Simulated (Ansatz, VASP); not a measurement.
C in VASP and in Ansatz

INCAR

```
PREC     = Accurate       # precision mode
ENCUT    = 600            # plane-wave cutoff, eV
EDIFF    = 1E-6           # SCF threshold, eV
ISMEAR   = 0              # smearing method
SIGMA    = 0.2            # smearing width, eV
LREAL    = False          # projectors in reciprocal space
LASPH    = True           # aspherical terms in the spheres
NELM     = 120            # most SCF steps
ALGO     = Normal         # electronic algorithm
ISIF     = 2              # what is computed and relaxed
LWAVE    = False          # write WAVECAR
LCHARG   = True           # write CHGCAR
GGA      = PE             # functional
LELF     = True           # ELF
LVHAR    = True         
NBANDS   = 21             # bands
GGA_COMPAT= False
```

File KPOINTS:

```
Automatic mesh
0
Gamma
  12 12 12
```

The input POSCAR:

```
C
1.0
   -2.1707047371      0.0000000000     -2.1707047371
   -2.1707047371     -2.1707047371      0.0000000000
   -4.3414094742      2.1707047371      2.1707047371
C
6
Direct
    0.6250000000      0.6250000000      0.1250000000
    0.1250000000      0.1250000000      0.6250000000
    0.8750000000      0.8750000000      0.3750000000
    0.3750000000      0.3750000000      0.8750000000
    1.0000000000      1.0000000000      0.0000000000
    0.5000000000      0.5000000000      0.5000000000
```

Input for Ansatz:

```yaml
crystal:
  lattice:
    - [-2.1707047371, 0.0, -2.1707047371]
    - [-2.1707047371, -2.1707047371, 0.0]
    - [-4.3414094742, 2.1707047371, 2.1707047371]
  atoms:
    - { symbol: C, position: [0.625, 0.625, 0.125] }
    - { symbol: C, position: [0.125, 0.125, 0.625] }
    - { symbol: C, position: [0.875, 0.875, 0.375] }
    - { symbol: C, position: [0.375, 0.375, 0.875] }
    - { symbol: C, position: [1.0, 1.0, 0.0] }
    - { symbol: C, position: [0.5, 0.5, 0.5] }
basis:
  ecutwfc: 420
kpoints:
  mp_grid: { grid: [12, 12, 12] }
hamiltonian:
  xc: pbe
scf:
  occupations: { method: gaussian, width: 0.2 }
  lower_state_search: "off"
output:
  forces: true
  stress: true
  eigenvalues: true
```

Alike in both runs: task single point; functional PBE; k mesh 12 × 12 × 12; occupations gaussian, width 0.2 eV; no spin polarisation.

|  | VASP | Ansatz |
| --- | --- | --- |
| version | VASP 6.6.1 | Ansatz 0.2.0 |
| potentials or method | VASP PAW PBE potentials, release 64 (C), cutoff 600 eV | scalar-relativistic, plane waves, PAW |
| valence electrons in the cell | 24 | 24 |

```csv
,VASP,Ansatz,Ansatz less VASP
gap on the k mesh at the Fermi level (eV),none,none,-
pressure (GPa),0.1,0.3,+0.19
```

A gap of «none» marks a metal or a gap that the smearing closes. The functional is the same, so the differences come from potentials, cutoffs and numerics.
